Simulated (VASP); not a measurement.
# AlGa3P4 (I-42m) in VASP: relaxation of cell and atoms with PBE

Aim: the relaxation of cell and atoms of AlGa3P4 with PBE.

Program: VASP 6.6.1. These are calculated values, not measurements. Logs are shortened: lines on timing, memory, paths and dates and some standing lists are left out, and cuts for length are marked.

## 1. The cell of the first run

The structure is tetragonal, space group I-42m (No. 121). The conventional cell has a = 5.498 Å, b = 5.498 Å, c = 10.995 Å, α = 90.00°, β = 90.00°, γ = 90.00°. Al (site symmetry -42m) has 4 P at 2.38 Å within 3.1 Å. Ga (site symmetry -42m) has 4 P at 2.38 Å within 3.1 Å. Within 3.1 Å of Ga (site symmetry -4) lie 4 P at 2.38 Å. Within 3.1 Å of P (site symmetry m) lie 1 Al at 2.38 Å and 3 Ga at 2.38 Å.

## 2. Relaxation of cell and atoms, PBE

The input, INCAR:

```
PREC = Accurate ; ENCUT = 600
EDIFF = 1E-6 ; ISMEAR = 0
SIGMA = 0.02 ; LREAL = False
LASPH = True ; NELM = 80
ALGO = Normal ; ISIF = 3
LWAVE = False ; LCHARG = False
GGA = PE ; IBRION = 2
NSW = 100 ; EDIFFG = -0.01
```

The input, KPOINTS:

```
regular mesh
0
Gamma
  8 8 8
```

The input, POSCAR:

```
AlGa3P4
1.0
   -2.7492351198      2.7492351198      5.4974457914
    2.7492351198     -2.7492351198      5.4974457914
    2.7492351198      2.7492351198     -5.4974457914
Al Ga P
1 3 4
Direct
    0.5000000000      0.5000000000      0.0000000000
    0.0000000000      0.0000000000      0.0000000000
    0.2500000000      0.7500000000      0.5000000000
    0.7500000000      0.2500000000      0.5000000000
    0.1255596695      0.1255596695      0.5006309147
    0.3750712452      0.8744403305      0.0000000000
    0.6249287548      0.6249287548      0.4993690853
    0.8744403305      0.3750712452      0.0000000000
```

Potentials or basis: VASP PAW PBE potentials, release 64 (Al, Ga_d, P).

The run is started by

```console
> cat potpaw_PBE.64/Al/POTCAR potpaw_PBE.64/Ga_d/POTCAR potpaw_PBE.64/P/POTCAR > POTCAR
> mpirun -np 1 vasp_std > vasp.out
```

OUTCAR:

```text
PREC = Accurate
   ENCUT = 600
   EDIFF = 1E-6
   ISMEAR = 0
   LREAL = False
   LASPH = True
   NELM = 80
   ISIF = 3
   GGA = PE
   IBRION = 2
   NSW = 100
   EDIFFG = -0.01

 ion  position               nearest neighbor table
   1  0.500  0.500  0.000-   5 2.38   6 2.38   8 2.38   7 2.38
   2  0.000  0.000  0.000-   5 2.38   6 2.38   8 2.38   7 2.38
   3  0.250  0.750  0.500-   5 2.38   6 2.38   7 2.38   8 2.38
   4  0.750  0.250  0.500-   5 2.38   7 2.38   8 2.38   6 2.38
   5  0.126  0.126  0.501-   1 2.38   2 2.38   4 2.38   3 2.38
   6  0.375  0.874  0.000-   1 2.38   2 2.38   3 2.38   4 2.38
   7  0.625  0.625  0.499-   1 2.38   2 2.38   3 2.38   4 2.38
   8  0.874  0.375  0.000-   1 2.38   2 2.38   4 2.38   3 2.38

  LATTYP: Found a body centered tetragonal cell.
 ALAT       =     5.4984702396
 C/A-ratio  =     1.9996273697

  Lattice vectors:

 A1 = (  -2.7492351198,   2.7492351198,   5.4974457914)
 A2 = (   2.7492351198,  -2.7492351198,   5.4974457914)
 A3 = (   2.7492351198,   2.7492351198,  -5.4974457914)

Analysis of symmetry for initial positions (statically):
=====================================================================
 Subroutine PRICEL returns:
 Original cell was already a primitive cell.

 Routine SETGRP: Setting up the symmetry group for a
 body centered tetragonal supercell.

 Subroutine GETGRP returns: Found  8 space group operations
 (whereof  8 operations were pure point group operations)
 out of a pool of 16 trial point group operations.

The static configuration has the point symmetry D_2d.

Analysis of symmetry for dynamics (positions and initial velocities):
=====================================================================
 Subroutine PRICEL returns:
 Original cell was already a primitive cell.

 Routine SETGRP: Setting up the symmetry group for a
 body centered tetragonal supercell.

 Subroutine GETGRP returns: Found  8 space group operations
 (whereof  8 operations were pure point group operations)
 out of a pool of 16 trial point group operations.

The dynamic configuration has the point symmetry D_2d.

 Subroutine INISYM returns: Found  8 space group operations
 (whereof  8 operations are pure point group operations),
 and found     1 'primitive' translations

----------------------------------------------------------------------------------------

                                     Primitive cell

  volume of cell :     166.2052

  direct lattice vectors                    reciprocal lattice vectors
    -2.749235120  2.749235120  5.497445791     0.000000000  0.181868766  0.090951329
     2.749235120 -2.749235120  5.497445791     0.181868766  0.000000000  0.090951329
     2.749235120  2.749235120 -5.497445791     0.181868766  0.181868766  0.000000000

  length of vectors
     6.733386794  6.733386794  6.733386794     0.203343041  0.203343041  0.257201276

  position of ions in fractional coordinates (direct lattice)
     0.500000000  0.500000000  0.000000000
     0.000000000  0.000000000  0.000000000
     0.250000000  0.750000000  0.500000000
     0.750000000  0.250000000  0.500000000
     0.125559669  0.125559669  0.500630915
     0.375071245  0.874440331  0.000000000
     0.624928755  0.624928755  0.499369085
     0.874440331  0.375071245  0.000000000

  ion indices of the primitive-cell ions
   primitive index   ion index
                 1           1
                 2           2
                 3           3
                 4           4
                 5           5
                 6           6
                 7           7
                 8           8

----------------------------------------------------------------------------------------

 KPOINTS: regular mesh

Automatic generation of k-mesh.
 Grid dimensions read from file:
 generate k-points for:    8    8    8

 Generating k-lattice:

  Cartesian coordinates                     Fractional coordinates (reciprocal lattice)
     0.000000000  0.022733596  0.011368916     0.125000000  0.000000000  0.000000000
     0.022733596  0.000000000  0.011368916     0.000000000  0.125000000  0.000000000
     0.022733596  0.022733596  0.000000000     0.000000000  0.000000000  0.125000000

  Length of vectors
     0.025417880  0.025417880  0.032150160

  Shift w.r.t. Gamma in fractional coordinates (k-lattice)
     0.000000000  0.000000000  0.000000000

 Subroutine IBZKPT returns following result:
 ===========================================

 Found     59 irreducible k-points:

 Following reciprocal coordinates:
            Coordinates               Weight
  0.000000  0.000000  0.000000      1.000000
  0.125000  0.000000 -0.000000      8.000000
  0.250000  0.000000 -0.000000      8.000000
  0.375000 -0.000000  0.000000      8.000000
  0.500000  0.000000 -0.000000      4.000000
  0.125000  0.125000 -0.000000      8.000000
[... 16 lines left out ...]
  0.250000  0.125000  0.125000     16.000000
  0.375000  0.125000  0.125000      8.000000
 [... further k-points ...]
   k-points           NKPTS =     59   k-points in BZ     NKDIM =     59   number of bands    NBANDS=     37
   number of dos      NEDOS =    301   number of ions     NIONS =      8
   total plane-waves  NPLWV = 157464
   dimension x,y,z NGX =    54 NGY =   54 NGZ =   54
   dimension x,y,z NGXF=   108 NGYF=  108 NGZF=  108
   ions per type =               1   3   4
   NGX,Y,Z   is equivalent  to a cutoff of  13.33, 13.33, 13.33 a.u.
   NGXF,Y,Z  is equivalent  to a cutoff of  26.66, 26.66, 26.66 a.u.
 SYSTEM =  unknown system
   PREC   = accura    normal or accurate (medium, high low for compatibility)
   ISTART =      0    job   : 0-new  1-cont  2-samecut
   ICHARG =      2    charge: 1-file 2-atom 10-const
   ISPIN  =      1    spin polarized calculation?
   LNONCOLLINEAR =      F non collinear calculations
   LSORBIT =      F    spin-orbit coupling
   LASPH  =      T    aspherical Exc in radial PAW
   ENCUT  =  600.0 eV  44.10 Ry    6.64 a.u.  13.45 13.45 13.45*2*pi/ulx,y,z
   NELM   =     80;   NELMIN=  2; NELMDL= -5     # of ELM steps
   EDIFF  = 0.1E-05   stopping-criterion for ELM
   LREAL  =      F    real-space projection
   EDIFFG = -.1E-01   stopping-criterion for IOM
   NSW    =    100    number of steps for IOM
   IBRION =      2    ionic relax: 0-MD 1-quasi-New 2-CG
   NFREE  =      1    steps in history (QN), initial steepest desc. (CG)
   ISIF   =      3    stress and relaxation
   ISYM   =      2    0-nonsym 1-usesym 2-fastsym
   POTIM  = 0.5000    time-step for ionic-motion
   TEBEG  =    0.0;   TEEND  =   0.0 temperature during run
   PSTRESS=    0.0 pullay stress
   NELECT =      62.0000    total number of electrons
   NUPDOWN=      -1.0000    fix difference up-down
   EMIN   =  10.00;   EMAX   =-10.00  energy-range for DOS
   EFERMI =   0.00;   METHOD = LEGACY
   ISMEAR =     0;   SIGMA  =   0.02  broadening in eV -4-tet -1-fermi 0-gaus
   EFERMI_NEDOS =   21; number of points for ismear=-14 and -15
   IALGO  =     38    algorithm
   IMIX   =      4    mixing-type and parameters
     AMIX     =   0.40;   BMIX     =  1.00
     AMIX_MAG =   1.60;   BMIX_MAG =  1.00
  volume/ion in A,a.u.               =      20.78       140.20
  Fermi-wavevector in a.u.,A,eV,Ry     =   1.178484  2.227013 18.896117  1.388825
  Thomas-Fermi vector in A             =   2.314812
   LORBIT       =      0    0 simple, 1 ext, 2 COOP (PROOUT), +10 PAW based schemes
   GGA     = PE    functional components
   LHFCALC =     F    Hartree Fock is set to
   AEXX    =    0.0000 exact exchange contribution
   IVDW    =     0    specifies the selected vdW correction
   LEPSILON=     F    determine dielectric tensor
   LRPA    =     F    only Hartree local field effects (RPA)
 conjugate gradient relaxation of ions
 non-spin polarized calculation
 Gauss-broadening in eV      SIGMA  =   0.02
  energy-cutoff  :      600.00
  volume of cell :      166.21
 maximum number of plane-waves:      5585
 NGX is ok and might be reduce to    54
   NGX = 27   NGY = 27   NGZ = 27

--------------------------------------- Ionic step        1  -------------------------------------------

 number of electron      61.9999997 magnetization

 Free energy of the ion-electron system (eV)
  ---------------------------------------------------
  ext. energy  EPLUGINS =         0.00000000
  ---------------------------------------------------
  free energy    TOTEN  =       -37.74199888 eV

  energy without entropy =      -37.74199888  energy(sigma->0) =      -37.74199888

------------------------ aborting loop because EDIFF is reached ----------------------------------------

  FORCE on cell =-STRESS in cart. coord.  units (eV):
  Direction    XX          YY          ZZ          XY          YZ          ZX
  --------------------------------------------------------------------------------------
  -------------------------------------------------------------------------------------
  Total        0.3528865      0.3528865      0.3664062      0.0000000     -0.0000000     -0.0000000
  in kB        3.4017380      3.4017380      3.5320650      0.0000000     -0.0000000     -0.0000000
  external PRESSURE =       3.4451803 kB  Pullay stress =       0.0000000 kB
[... 69 lines left out ...]
  energy  without entropy=      -37.7426552901  energy(sigma->0) =      -37.74265529

--------------------------------------- Ionic step        3  -------------------------------------------

 number of electron      61.9999999 magnetization

 Free energy of the ion-electron system (eV)
  ---------------------------------------------------
  ext. energy  EPLUGINS =         0.00000000
  ---------------------------------------------------
  free energy    TOTEN  =       -37.74281556 eV

  energy without entropy =      -37.74281556  energy(sigma->0) =      -37.74281556

 E-fermi :   4.4683     XC(G=0):  -9.5490

 val. band max:        4.3376955935   @ k =   0.0000   0.0000   0.0000
 cond. band min:       5.9673812895   @ k =   0.5000   0.5000  -0.0000
 fundamental gap:      1.6296856960
 Fermi energy:         4.4682734162

 k-point     1 :       0.0000    0.0000    0.0000
  band No.  band energies     occupation
      1     -10.1303      2.00000
      2     -10.1182      2.00000
      3     -10.1182      2.00000
      4     -10.0440      2.00000
      5     -10.0440      2.00000
      6     -10.0380      2.00000
[... 949 lines left out ...]
     36       8.6137      0.00000
     37       8.7234      0.00000

 [... further k-points ...]

------------------------ aborting loop because EDIFF is reached ----------------------------------------

  FORCE on cell =-STRESS in cart. coord.  units (eV):
  Direction    XX          YY          ZZ          XY          YZ          ZX
  --------------------------------------------------------------------------------------
  -------------------------------------------------------------------------------------
  Total       -0.0080675     -0.0080675      0.0016425      0.0000000      0.0000000      0.0000000
  in kB       -0.0774176     -0.0774176      0.0157619      0.0000000      0.0000000      0.0000000
  external PRESSURE =      -0.0463577 kB  Pullay stress =       0.0000000 kB
[... 23 lines left out ...]
  FREE ENERGIE OF THE ION-ELECTRON SYSTEM (eV)
  ---------------------------------------------------
  free  energy   TOTEN  =       -37.7428155620 eV

  energy  without entropy=      -37.7428155620  energy(sigma->0) =      -37.74281556

 reached required accuracy - stopping structural energy minimisation
```

Run time: 39 min. Hardware: 1 thread of Oxide Virtual Turin-like, shared host; peak memory 0.63 GiB.

What came out:

```yaml
Free_energy: -37.7428 eV
Relaxed_volume: 20.87 Å³/atom
Relaxed_cell: a = 6.744 Å, b = 6.744 Å, c = 6.744 Å, α = 131.81°, β = 131.81°, γ = 70.54°
Space_group_after_relaxing_to_0.1_Å: I-42m (No. 121)
Energy_gained_by_relaxing: 0.1 meV/atom
Ionic_steps: 3
Pressure_after_relaxing: 0.0 GPa
Largest_force_after_relaxing: 0.008 eV/Å
Band_gap_on_the_k_mesh: 1.63 eV (least direct gap 1.71 eV)
```

Forces on the atoms (eV/Å):
```
Al   0.000  0.000  0.000
Ga   0.000  0.000  0.000
Ga   0.000  0.000  0.000
Ga   0.000  0.000  0.000
P    0.005  0.005  0.003
P   -0.005  0.005 -0.003
P   -0.005 -0.005  0.003
P    0.005 -0.005 -0.003
```

Step by step:
```
step  energy change (eV)  largest force (eV/Å)  pressure (GPa)  volume (Å³)
   1              0.0000                0.0104            0.34       166.21
   2             -0.0007                0.0067           -0.13       167.28
   3             -0.0008                0.0080            0.00       166.96
```

Final structure:
```
Al Ga P
1.0
    -2.75333    2.75333    5.50595
     2.75333   -2.75333    5.50595
     2.75333    2.75333   -5.50595
Al Ga P
1 3 4
Direct
  0.50000 0.50000 0.00000
  0.00000 0.00000 0.00000
  0.25000 0.75000 0.50000
  0.75000 0.25000 0.50000
  0.12561 0.12561 0.50071
  0.37510 0.87439 0.00000
  0.62490 0.62490 0.49929
  0.87439 0.37510 0.00000
```

A k mesh can miss the band edges.
